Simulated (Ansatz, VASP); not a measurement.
# Two plane-wave programs on Ru

```xyz
2
Lattice="2.8749 0.0000 0.0000 -1.4375 2.4897 0.0000 0.0000 0.0000 4.5157" Properties=species:S:1:pos:R:3 pbc="T T T"
Ru    0.0000    1.6598    1.1289
Ru    1.4375    0.8299    3.3868
```

Alike in both runs: task single point; functional BLYP; k mesh 21 × 21 × 12; occupations fermi-dirac, width 0.1 eV; no spin polarisation.

|  | VASP | Ansatz |
| --- | --- | --- |
| version | VASP 6.6.1 | Ansatz 0.2.0 |
| potentials or method | VASP PAW PBE potentials, release 64 (Ru_pv), cutoff 520 eV | plane waves (420 eV) with PAW, scalar-relativistic |
| valence electrons in the cell | 28 | 32 |

```tsv
	VASP	Ansatz	Ansatz less VASP
pressure (GPa)	-22.4	-22.8	-0.41
traceless stress, the component that is largest in VASP (GPa)	-0.86	-0.89	-0.030
```

VASP's potentials were made for PBE, not for BLYP. The functional is the same, so the differences come from potentials, cutoffs and numerics. VASP's potentials hold 28 valence electrons a cell and Ansatz's 32, so a difference there can come from the potentials and not from the codes.
